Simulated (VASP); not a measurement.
# Rh (P6_3/mmc) in VASP: a series of runs

Runs on Rh. Level: r2SCAN. Tasks: single point.

Everything below comes from runs of VASP 6.6.1. Logs are shortened: lines on timing, memory, paths and dates and some standing lists are left out, and cuts for length are marked.

### Step 1. The cell of the first run

Symmetry: P6_3/mmc, No. 194, hexagonal system. The conventional cell has a = 2.688 Å, b = 2.688 Å, c = 4.314 Å, α = 90.00°, β = 90.00°, γ = 120.00°. Rh (site symmetry -6m2) has 12 Rh at 2.66 to 2.69 Å within 3.5 Å.

This isn't the form of Rh at room conditions, which is fcc.

### Step 2. Single point, r2SCAN (13.50 Å³/atom)

POSCAR

```
Rh
1.0
    2.6878966025      0.0000000000      0.0000000000
   -1.3439483013      2.3277867405      0.0000000000
    0.0000000000      0.0000000000      4.3141229633
Rh
2
Direct
    0.3333333333      0.6666666667      0.7500000000
    0.6666666667      0.3333333333      0.2500000000
```

INCAR.step1

```
SYSTEM = Rh
PREC = Accurate
ENCUT = 520
ISMEAR = 0
SIGMA = 0.05
LREAL = .False.
LASPH = .True.
NELM = 100
NBANDS = 22
GGA = PE
ALGO = Normal
EDIFF = 1E-4
LWAVE = .True.
LCHARG = .False.
```

INCAR.step2

```
SYSTEM = Rh
PREC = Accurate
ENCUT = 520
EDIFF = 1E-6
ISMEAR = 0
SIGMA = 0.05
LREAL = .False.
LASPH = .True.
NELM = 100
ALGO = Normal
ISIF = 2
LWAVE = .False.
LCHARG = .True.
METAGGA = R2SCAN
LMIXTAU = .True.
LELF = .True.
LVHAR = .True.
NBANDS = 22
ISTART = 1
```

KPOINTS

```
Automatic mesh
0
Gamma
  18 18 10
  0 0 0
```

Potentials or basis: VASP PAW PBE potentials, release 64 (Rh_pv).

Launch:

```console
> cat potpaw_PBE.64/Rh_pv/POTCAR > POTCAR
> cp INCAR.step1 INCAR
> mpirun -np 1 vasp_std > vasp.out
> cp INCAR.step2 INCAR
> mpirun -np 1 vasp_std > vasp.out
```

OUTCAR:

```text
SYSTEM = Rh
   PREC = Accurate
   ENCUT = 520
   EDIFF = 1E-6
   ISMEAR = 0
   LREAL = .False.
   LASPH = .True.
   NELM = 100
   ISIF = 2
   METAGGA = R2SCAN
   ISTART = 1

 ion  position               nearest neighbor table
   1  0.333  0.667  0.750-   2 2.66   2 2.66   2 2.66   2 2.66   2 2.66   2 2.66
   2  0.667  0.333  0.250-   1 2.66   1 2.66   1 2.66   1 2.66   1 2.66   1 2.66

  LATTYP: Found a hexagonal cell.
 ALAT       =     2.6878966025
 C/A-ratio  =     1.6050181987

  Lattice vectors:

 A1 = (   2.6878966025,   0.0000000000,   0.0000000000)
 A2 = (  -1.3439483013,   2.3277867405,   0.0000000000)
 A3 = (   0.0000000000,   0.0000000000,   4.3141229633)

Analysis of symmetry for initial positions (statically):
=====================================================================
 Subroutine PRICEL returns:
 Original cell was already a primitive cell.

 Routine SETGRP: Setting up the symmetry group for a
 hexagonal supercell.

 Subroutine GETGRP returns: Found 24 space group operations
 (whereof 12 operations were pure point group operations)
 out of a pool of 24 trial point group operations.

The static configuration has the point symmetry D_3d.
 The point group associated with its full space group is D_6h.

Analysis of symmetry for dynamics (positions and initial velocities):
=====================================================================
 Subroutine PRICEL returns:
 Original cell was already a primitive cell.

 Routine SETGRP: Setting up the symmetry group for a
 hexagonal supercell.

 Subroutine GETGRP returns: Found 24 space group operations
 (whereof 12 operations were pure point group operations)
 out of a pool of 24 trial point group operations.

The dynamic configuration has the point symmetry D_3d.
 The point group associated with its full space group is D_6h.

 Subroutine INISYM returns: Found 24 space group operations
 (whereof 12 operations are pure point group operations),
 and found     1 'primitive' translations

----------------------------------------------------------------------------------------

                                     Primitive cell

  volume of cell :      26.9928

  direct lattice vectors                    reciprocal lattice vectors
     2.687896602  0.000000000  0.000000000     0.372038120  0.214796309  0.000000000
    -1.343948301  2.327786741  0.000000000     0.000000000  0.429592618  0.000000000
     0.000000000  0.000000000  4.314122963     0.000000000  0.000000000  0.231796824

  length of vectors
[... 81 lines left out ...]
   NELM   =    100;   NELMIN=  2; NELMDL=  0     # of ELM steps
   EDIFF  = 0.1E-05   stopping-criterion for ELM
   LREAL  =      F    real-space projection
   EDIFFG = 0.1E-04   stopping-criterion for IOM
   NSW    =      0    number of steps for IOM
   IBRION =     -1    ionic relax: 0-MD 1-quasi-New 2-CG
   NFREE  =      0    steps in history (QN), initial steepest desc. (CG)
   ISIF   =      2    stress and relaxation
   ISYM   =      2    0-nonsym 1-usesym 2-fastsym
   POTIM  = 0.5000    time-step for ionic-motion
   TEBEG  =    0.0;   TEEND  =   0.0 temperature during run
   PSTRESS=    0.0 pullay stress
   NELECT =      30.0000    total number of electrons
   NUPDOWN=      -1.0000    fix difference up-down
   EMIN   =  10.00;   EMAX   =-10.00  energy-range for DOS
   EFERMI =   0.00;   METHOD = LEGACY
   ISMEAR =     0;   SIGMA  =   0.05  broadening in eV -4-tet -1-fermi 0-gaus
   EFERMI_NEDOS =   21; number of points for ismear=-14 and -15
   IALGO  =     38    algorithm
   IMIX   =      4    mixing-type and parameters
     AMIX     =   0.40;   BMIX     =  1.00
     AMIX_MAG =   1.60;   BMIX_MAG =  1.00
  volume/ion in A,a.u.               =      13.50        91.08
  Fermi-wavevector in a.u.,A,eV,Ry     =   1.695766  3.204532 39.125200  2.875621
  Thomas-Fermi vector in A             =   2.776750
   LORBIT       =      0    0 simple, 1 ext, 2 COOP (PROOUT), +10 PAW based schemes
   METAGGA = R2SCAN    functional components
   LHFCALC =     F    Hartree Fock is set to
   AEXX    =    0.0000 exact exchange contribution
   IVDW    =     0    specifies the selected vdW correction
   LEPSILON=     F    determine dielectric tensor
   LRPA    =     F    only Hartree local field effects (RPA)
 non-spin polarized calculation
 Gauss-broadening in eV      SIGMA  =   0.05
  energy-cutoff  :      520.00
  volume of cell :       26.99
 maximum number of plane-waves:       756
 NGX is ok and might be reduce to    20
   NGX =  9   NGY =  9   NGZ = 17

 number of electron      30.0000000 magnetization

 Free energy of the ion-electron system (eV)
  ---------------------------------------------------
  ext. energy  EPLUGINS =         0.00000000
  ---------------------------------------------------
  free energy    TOTEN  =       -48.17157245 eV

  energy without entropy =      -48.16753301  energy(sigma->0) =      -48.16955273

 E-fermi :  12.2020     XC(G=0): -15.3475

 val. band max:       12.1937315714   @ k =   0.3889   0.1667   0.0000
 cond. band min:      12.2029541299   @ k =   0.0556   0.0000   0.3000
 fundamental gap:      0.0092225585
 Fermi energy:        12.2019834278

 k-point     1 :       0.0000    0.0000    0.0000
  band No.  band energies     occupation
      1     -36.6127      2.00000
      2     -35.8464      2.00000
      3     -35.8464      2.00000
      4     -35.7381      2.00000
      5     -35.7190      2.00000
      6     -35.7190      2.00000
[... 589 lines left out ...]
     21      24.7697      0.00000
     22      27.7669      0.00000

 [... further k-points ...]

------------------------ aborting loop because EDIFF is reached ----------------------------------------

  FORCE on cell =-STRESS in cart. coord.  units (eV):
  Direction    XX          YY          ZZ          XY          YZ          ZX
  --------------------------------------------------------------------------------------
  -------------------------------------------------------------------------------------
  Total        1.1638024      1.1638024      1.2455659     -0.0000000      0.0000000      0.0000000
  in kB       69.0782887     69.0782887     73.9314132     -0.0000000      0.0000000      0.0000000
  external PRESSURE =      70.6959968 kB  Pullay stress =       0.0000000 kB

 VOLUME and BASIS-vectors are now :
 -----------------------------------------------------------------------------
  energy-cutoff  :      520.00
  volume of cell :       26.99
      direct lattice vectors                 reciprocal lattice vectors
     2.687896602  0.000000000  0.000000000     0.372038120  0.214796309  0.000000000
    -1.343948301  2.327786741  0.000000000     0.000000000  0.429592618  0.000000000
     0.000000000  0.000000000  4.314122963     0.000000000  0.000000000  0.231796824

 POSITION                                       TOTAL-FORCE (eV/Angst)
 -----------------------------------------------------------------------------------
     -0.00000      1.55186      3.23559        -0.000000     -0.000000      0.000000
      1.34395      0.77593      1.07853         0.000000      0.000000      0.000000
 -----------------------------------------------------------------------------------
    total drift:                                0.000000     -0.000000      0.000000

  FREE ENERGIE OF THE ION-ELECTRON SYSTEM (eV)
  ---------------------------------------------------
  free  energy   TOTEN  =       -48.1715724540 eV

  energy  without entropy=      -48.1675330101  energy(sigma->0) =      -48.16955273
```

It took 9.2 min on 1 thread of Intel Xeon 8259CL, shared host; peak memory 0.22 GiB.

What came out:

```yaml
Free_energy: -48.1716 eV
Pressure: 7.1 GPa
Band_gap_on_the_k_mesh: zero (bands 15 and 16 overlap by 2.57 eV)
```

Stress tensor (GPa, compression positive):
```
6.91 0.00 0.00
0.00 6.91 0.00
0.00 0.00 7.39
```

Caveat: the cell stands under pressure; the PAW data sets were made with another functional, which shifts forces and pressure a little.

### Step 3. Single point, r2SCAN

This run uses another cell than the first one, of 13.76 Å³/atom.

POSCAR

```
Rh
1.0
    2.7049167579      0.0000000001      0.0000000000
   -1.3524583790      2.3425266274      0.0000000000
    0.0000000000      0.0000000000      4.3442323331
Rh
2
Direct
    0.3333333333      0.6666666667      0.7500000000
    0.6666666667      0.3333333333      0.2500000000
```

INCAR.step1

```
SYSTEM = Rh
ALGO = Normal ; EDIFF = 1E-4
ENCUT = 520 ; GGA = PE
ISMEAR = 0 ; LASPH = .TRUE.
LCHARG = .FALSE. ; LREAL = .FALSE.
LWAVE = .TRUE. ; NBANDS = 22
NELM = 100 ; PREC = Accurate
SIGMA = 0.05
```

INCAR.step2

```
SYSTEM = Rh
ALGO = Normal ; EDIFF = 1E-7
ENCUT = 520 ; ISIF = 2
ISMEAR = 0 ; ISTART = 1
LASPH = .TRUE. ; LCHARG = .FALSE.
LMIXTAU = .TRUE. ; LREAL = .FALSE.
LWAVE = .FALSE. ; METAGGA = R2SCAN
NBANDS = 22 ; NELM = 100
PREC = Accurate ; SIGMA = 0.05
```

KPOINTS

```
k-points
0
G
  18 18 10
  0 0 0
```

Potentials or basis: VASP PAW PBE potentials, release 64 (Rh_pv).

Launch:

```console
> cat potpaw_PBE.64/Rh_pv/POTCAR > POTCAR
> cp INCAR.step1 INCAR
> mpirun -np 1 vasp_std > vasp.out
> cp INCAR.step2 INCAR
> mpirun -np 1 vasp_std > vasp.out
```

Run time: 9.7 min. Hardware: 1 thread of Intel Xeon 8259CL, shared host; peak memory 0.23 GiB.

It converged, with:

```yaml
Free_energy: -48.1854 eV
Pressure: 1.2 GPa
Band_gap_on_the_k_mesh: zero (bands 15 and 16 overlap by 2.48 eV)
```

Stress tensor (GPa, compression positive):
```
1.14 0.00 0.00
0.00 1.14 0.00
0.00 0.00 1.23
```

Levels at points of the mesh, in eV from the Fermi level:
```
           k point  band 13  band 14  band 15  band 16  band 17  band 18
(0.00, 0.00, 0.00)    -2.61    -2.07    -2.07     0.11     0.11     0.93
(0.50, 0.00, 0.00)    -2.22     0.38     0.64     0.71     3.16     5.38
(0.00, 0.00, 0.50)    -3.30    -3.30    -0.48    -0.48    -0.48    -0.48
(0.50, 0.00, 0.50)    -0.32    -0.32     0.59     0.59     2.84     2.84
```

Caveat: the PAW data sets were made with another functional, which shifts forces and pressure a little.

### Step 4. Single point, r2SCAN

This run uses another cell than the first one, of 14.10 Å³/atom.

POSCAR

```
Rh
1.0
    2.7275561320      0.0000000000      0.0000000000
   -1.3637780660      2.3621329006      0.0000000000
    0.0000000000      0.0000000000      4.3777772300
Rh
2
Direct
    0.3333333333      0.6666666667      0.7500000000
    0.6666666667      0.3333333333      0.2500000000
```

INCAR.step1

```
SYSTEM = Rh
PREC = Accurate
ENCUT = 520
ISMEAR = 0
SIGMA = 0.05
LREAL = .False.
LASPH = .True.
NELM = 100
NBANDS = 22
GGA = PE
ALGO = Normal
EDIFF = 1E-4
LWAVE = .True.
LCHARG = .False.
```

INCAR.step2

```
SYSTEM = Rh
PREC = Accurate
ENCUT = 520
EDIFF = 1E-7
ISMEAR = 0
SIGMA = 0.05
LREAL = .False.
LASPH = .True.
NELM = 100
ALGO = Normal
ISIF = 2
LWAVE = .False.
LCHARG = .False.
METAGGA = R2SCAN
LMIXTAU = .True.
NBANDS = 22
ISTART = 1
```

KPOINTS

```
regular mesh
0
Gamma
  18 18 10
  0 0 0
```

Launch:

```console
> cat potpaw_PBE.64/Rh_pv/POTCAR > POTCAR
> cp INCAR.step1 INCAR
> mpirun -np 1 vasp_std > vasp.out
> cp INCAR.step2 INCAR
> mpirun -np 1 vasp_std > vasp.out
```

It took 10 min on 1 thread of Intel Xeon 8259CL, shared host; peak memory 0.23 GiB.

Results (log left out):

```yaml
Free_energy: -48.1766 eV
Pressure: -5.4 GPa
Band_gap_on_the_k_mesh: zero (bands 15 and 16 overlap by 2.38 eV)
```

Levels at points of the mesh, in eV from the Fermi level:
```
           k point  band 11  band 12  band 13  band 14  band 15  band 16  band 17  band 18  band 19  band 20
(0.00, 0.00, 0.00)    -3.04    -2.51    -2.51    -1.99    -1.99     0.11     0.11     0.97     8.91    16.59
(0.50, 0.00, 0.00)    -2.69    -2.22    -2.14     0.36     0.62     0.68     3.08     5.25    10.71    11.18
(0.00, 0.00, 0.50)    -3.18    -3.18    -3.18    -3.18    -0.47    -0.47    -0.47    -0.47    15.50    15.50
(0.50, 0.00, 0.50)    -1.72    -1.72    -0.30    -0.30     0.56     0.56     2.80     2.80     9.53     9.53
```

Caveat: the cell stands under tension; the PAW data sets were made with another functional, which shifts forces and pressure a little.

### Step 5. Overview

```tsv
cell	gap on the mesh (eV)	pressure (GPa)
a = 2.688, b = 2.688, c = 4.314 Å, angles 90.0, 90.0, 120.0°, 2 atoms	none	7.1
a = 2.705, b = 2.705, c = 4.344 Å, angles 90.0, 90.0, 120.0°, 2 atoms	none	1.2
a = 2.728, b = 2.728, c = 4.378 Å, angles 90.0, 90.0, 120.0°, 2 atoms	none	-5.4
```

Alike in all rows: task single point; level r2SCAN; potentials or basis VASP PAW PBE potentials, release 64 (Rh_pv); no spin polarisation; k mesh 18 × 18 × 10; cutoff (eV) 520; smearing gaussian 0.05 eV.

Caveats: the PAW data sets were made with another functional, which shifts forces and pressure a little; the cell stands under pressure (at least some runs); the cell stands under tension (at least some runs).

Absolute energies hang on the potentials; compare differences alone.
